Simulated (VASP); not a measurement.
# Pd (P6/mmm) in VASP: a series of runs

The runs below take Pd through single point, with LDA.

All numbers are computed with VASP 6.6.1; they aren't measurements. Logs are shortened: lines on timing, memory, paths and dates and some standing lists are left out, and cuts for length are marked.

## Step 1: The cell of the first run

Symmetry: P6/mmm, No. 191, hexagonal system. The conventional cell has a = 4.500 Å, b = 4.500 Å, c = 2.670 Å, α = 90.00°, β = 90.00°, γ = 120.00°. Within 3.5 Å of Pd (site symmetry 6/mmm) lie 14 Pd at 2.67 to 2.92 Å. Within 3.4 Å of Pd (site symmetry -6m2) lie 11 Pd at 2.60 to 2.92 Å.

This isn't the form of Pd at room conditions, which is fcc.

## Step 2: Single point, LDA, collinear spin (15.61 Å³/atom)

INCAR

```
SYSTEM = Pd
ALGO = Normal
EDIFF = 1E-6
ENCUT = 520
ISIF = 2
ISMEAR = -1
ISPIN = 2
LASPH = .True.
LCHARG = .False.
LMAXMIX = 4
LORBIT = 11
LREAL = .False.
LWAVE = .False.
MAGMOM = 0.5 0.5 0.5
NBANDS = 26
NELM = 150
PREC = Accurate
SIGMA = 0.05
```

KPOINTS

```
k-points
0
Gamma
  9 9 14
  0 0 0
```

POSCAR

```
Pd
1.0
    4.4997283923      0.0000000000      0.0000000000
   -2.2498641962      3.8968790979      0.0000000000
    0.0000000000      0.0000000000      2.6699525700
Pd
3
Direct
    0.0000000000      1.0000000000      0.0000000000
    0.3333333333      0.6666666667      0.5000000000
    0.6666666667      0.3333333333      0.5000000000
```

Potentials or basis: VASP PAW LDA potentials, release 64 (Pd).

Run with:

```bash
$ cat potpaw_LDA.64/Pd/POTCAR > POTCAR
$ mpirun -np 1 vasp_std > vasp.out
```

OUTCAR:

```text
SYSTEM = Pd
   EDIFF = 1E-6
   ENCUT = 520
   ISIF = 2
   ISMEAR = -1
   ISPIN = 2
   LASPH = .True.
   LORBIT = 11
   LREAL = .False.
   NELM = 150
   PREC = Accurate

 ion  position               nearest neighbor table
   1  0.000  0.000  0.000-   2 2.92   3 2.92   2 2.92   3 2.92   3 2.92   3 2.92   2 2.92   2 2.92
                             3 2.92   3 2.92   2 2.92   2 2.92
   2  0.333  0.667  0.500-   3 2.60   3 2.60   3 2.60   1 2.92   1 2.92   1 2.92   1 2.92   1 2.92
                             1 2.92
   3  0.667  0.333  0.500-   2 2.60   2 2.60   2 2.60   1 2.92   1 2.92   1 2.92   1 2.92   1 2.92
                             1 2.92

  LATTYP: Found a hexagonal cell.
 ALAT       =     4.4997283923
 C/A-ratio  =     0.5933586068

  Lattice vectors:

 A1 = (   4.4997283923,   0.0000000000,   0.0000000000)
 A2 = (  -2.2498641962,   3.8968790979,   0.0000000000)
 A3 = (   0.0000000000,   0.0000000000,   2.6699525700)

Analysis of symmetry for initial positions (statically):
=====================================================================
 Subroutine PRICEL returns:
 Original cell was already a primitive cell.

 Routine SETGRP: Setting up the symmetry group for a
 hexagonal supercell.

 Subroutine GETGRP returns: Found 24 space group operations
 (whereof 24 operations were pure point group operations)
 out of a pool of 24 trial point group operations.

The static configuration has the point symmetry D_6h.

Analysis of symmetry for dynamics (positions and initial velocities):
=====================================================================
 Subroutine PRICEL returns:
 Original cell was already a primitive cell.

 Routine SETGRP: Setting up the symmetry group for a
 hexagonal supercell.

 Subroutine GETGRP returns: Found 24 space group operations
 (whereof 24 operations were pure point group operations)
 out of a pool of 24 trial point group operations.

The dynamic configuration has the point symmetry D_6h.

Analysis of structural, dynamic, and magnetic symmetry:
=====================================================================
 Subroutine PRICEL returns:
 Original cell was already a primitive cell.

 Routine SETGRP: Setting up the symmetry group for a
 hexagonal supercell.

 Subroutine GETGRP returns: Found 24 space group operations
 (whereof 24 operations were pure point group operations)
 out of a pool of 24 trial point group operations.

The overall configuration has the point symmetry D_6h.

 Subroutine INISYM returns: Found 24 space group operations
 (whereof 24 operations are pure point group operations),
 and found     1 'primitive' translations

[... 121 lines left out ...]
   GGA     = CA    functional components
   LHFCALC =     F    Hartree Fock is set to
   AEXX    =    0.0000 exact exchange contribution
   IVDW    =     0    specifies the selected vdW correction
   LEPSILON=     F    determine dielectric tensor
   LRPA    =     F    only Hartree local field effects (RPA)
 spin polarized calculation
  energy-cutoff  :      520.00
  volume of cell :       46.82
 maximum number of plane-waves:      1278
 NGX is ok and might be reduce to    36
   NGX = 17   NGY = 17   NGZ =  9

 number of electron      29.9999984 magnetization       0.0102191

 Free energy of the ion-electron system (eV)
  ---------------------------------------------------
  ext. energy  EPLUGINS =         0.00000000
  ---------------------------------------------------
  free energy    TOTEN  =       -18.96619069 eV

  energy without entropy =      -18.91045491  energy(sigma->0) =      -18.93832280

 E-fermi :   8.6573     XC(G=0): -13.1627

 val. band max:        8.6553734785   @ k =   0.3333  -0.0000   0.2143
 cond. band min:       8.6665926112   @ k =   0.2222   0.2222   0.2857
 fundamental gap:      0.0112191327
 Fermi energy:         8.6572960166

 spin component 1

 k-point     1 :       0.0000    0.0000    0.0000
  band No.  band energies     occupation
      1       1.8595      1.00000
      2       3.8057      1.00000
      3       5.2119      1.00000
      4       5.5994      1.00000
      5       5.6283      1.00000
      6       5.6283      1.00000
[... 685 lines left out ...]
     25      26.7282      0.00000
     26      27.4870      0.00000

 [... further k-points ...]

 spin component 2

 k-point     1 :       0.0000    0.0000    0.0000
  band No.  band energies     occupation
      1       1.8601      1.00000
      2       3.8073      1.00000
      3       5.2131      1.00000
      4       5.6018      1.00000
      5       5.6301      1.00000
      6       5.6301      1.00000
[... 685 lines left out ...]
     25      26.7290      0.00000
     26      27.4878      0.00000

 [... further k-points ...]

------------------------ aborting loop because EDIFF is reached ----------------------------------------

  FORCE on cell =-STRESS in cart. coord.  units (eV):
  Direction    XX          YY          ZZ          XY          YZ          ZX
  --------------------------------------------------------------------------------------
  -------------------------------------------------------------------------------------
  Total       -3.9167953     -3.9167953     -3.7576987      0.0000000     -0.0000000     -0.0000000
  in kB     -134.0400806   -134.0400806   -128.5954951      0.0000000     -0.0000000     -0.0000000
  external PRESSURE =    -132.2252188 kB  Pullay stress =       0.0000000 kB

 VOLUME and BASIS-vectors are now :
 -----------------------------------------------------------------------------
  energy-cutoff  :      520.00
  volume of cell :       46.82
      direct lattice vectors                 reciprocal lattice vectors
     4.499728392  0.000000000  0.000000000     0.222235636  0.128307804  0.000000000
    -2.249864196  3.896879098  0.000000000     0.000000000  0.256615608  0.000000000
     0.000000000  0.000000000  2.669952570     0.000000000  0.000000000  0.374538489

 POSITION                                       TOTAL-FORCE (eV/Angst)
 -----------------------------------------------------------------------------------
      0.00000      0.00000      0.00000        -0.000000      0.000000      0.000000
     -0.00000      2.59792      1.33498         0.000000     -0.000000      0.000000
      2.24986      1.29896      1.33498        -0.000000      0.000000      0.000000
 -----------------------------------------------------------------------------------
    total drift:                                0.000000      0.000000     -0.000000

  FREE ENERGIE OF THE ION-ELECTRON SYSTEM (eV)
  ---------------------------------------------------
  free  energy   TOTEN  =       -18.9661906931 eV

  energy  without entropy=      -18.9104549145  energy(sigma->0) =      -18.93832280

 total charge

# of ion       s       p       d       tot
------------------------------------------
    1        0.444   0.401   8.452   9.297
    2        0.482   0.443   8.459   9.384
    3        0.482   0.443   8.459   9.384
--------------------------------------------------
tot          1.409   1.286  25.371  28.066

 magnetization (x)

# of ion       s       p       d       tot
------------------------------------------
    1        0.000  -0.000   0.003   0.003
    2       -0.000  -0.000   0.002   0.002
    3       -0.000  -0.000   0.002   0.002
--------------------------------------------------
tot          0.000  -0.000   0.008   0.008
```

OSZICAR:

```text
N       E                     dE             d eps       ncg     rms          rms(c)
DAV:   1     0.185132491338E+03    0.18513E+03   -0.14272E+04  9984   0.109E+03
DAV:   2    -0.153024282948E+02   -0.20043E+03   -0.18593E+03 10526   0.270E+02
DAV:   3    -0.198137837115E+02   -0.45114E+01   -0.44476E+01 11632   0.443E+01
DAV:   4    -0.198537428412E+02   -0.39959E-01   -0.39949E-01 11798   0.412E+00
DAV:   5    -0.198544750836E+02   -0.73224E-03   -0.73222E-03 11832   0.592E-01    0.125E+01
DAV:   6    -0.190128634063E+02    0.84161E+00   -0.21963E+00 10692   0.121E+01    0.614E+00
DAV:   7    -0.190952906053E+02   -0.82427E-01   -0.81023E-01 10786   0.742E+00    0.469E+00
DAV:   8    -0.189783104818E+02    0.11698E+00   -0.52322E-01 10570   0.708E+00    0.270E+00
DAV:   9    -0.189660553951E+02    0.12255E-01   -0.30665E-02 10702   0.151E+00    0.467E-01
DAV:  10    -0.189661327989E+02   -0.77404E-04   -0.11772E-03 11976   0.288E-01    0.891E-02
DAV:  11    -0.189661439385E+02   -0.11140E-04   -0.66795E-05 11664   0.526E-02    0.584E-02
DAV:  12    -0.189661718695E+02   -0.27931E-04   -0.21079E-05 11608   0.335E-02    0.311E-02
DAV:  13    -0.189661836250E+02   -0.11756E-04   -0.47751E-06  8954   0.151E-02    0.152E-02
DAV:  14    -0.189661898718E+02   -0.62468E-05   -0.35724E-06  8310   0.130E-02    0.118E-02
DAV:  15    -0.189661906931E+02   -0.82132E-06   -0.32880E-07  5490   0.370E-03
   1 F= -.18966191E+02 E0= -.18938323E+02  d E =-.557358E-01  mag=     0.0035
```

stdout:

```text
POSCAR found type information on POSCAR Pd
 POSCAR found :  1 types and       3 ions
 scaLAPACK will be used
 LDA part: xc-table for (Slater(with rela. corr.)+CA(PZ))
 , standard interpolation
 POSCAR, INCAR and KPOINTS ok, starting setup
 FFT: planning ... GRIDC
 FFT: planning ... GRID_SOFT
 FFT: planning ... GRID
 WAVECAR not read
 entering main loop
```

Wall time 3.6 min (1 thread of Intel Xeon Platinum 8259CL at 2.50GHz (Skylake/Cascade Lake), shared host); peak memory 0.27 GiB.

Results:

```
Free energy                                           : -18.9662 eV
Pressure                                              : -13.2 GPa
Band gap on the k mesh                                : zero (filled and empty bands overlap)
Net moment                                            : 0.01 μB per cell
Valence electrons inside the program's atomic spheres : Pd 9.30, 9.38 (each value once)
```

Stress tensor (GPa, compression positive):
```
-13.40   0.00   0.00
  0.00 -13.40   0.00
  0.00   0.00 -12.86
```

Caveat: the cell stands under tension.

[end of part 1 of 2]
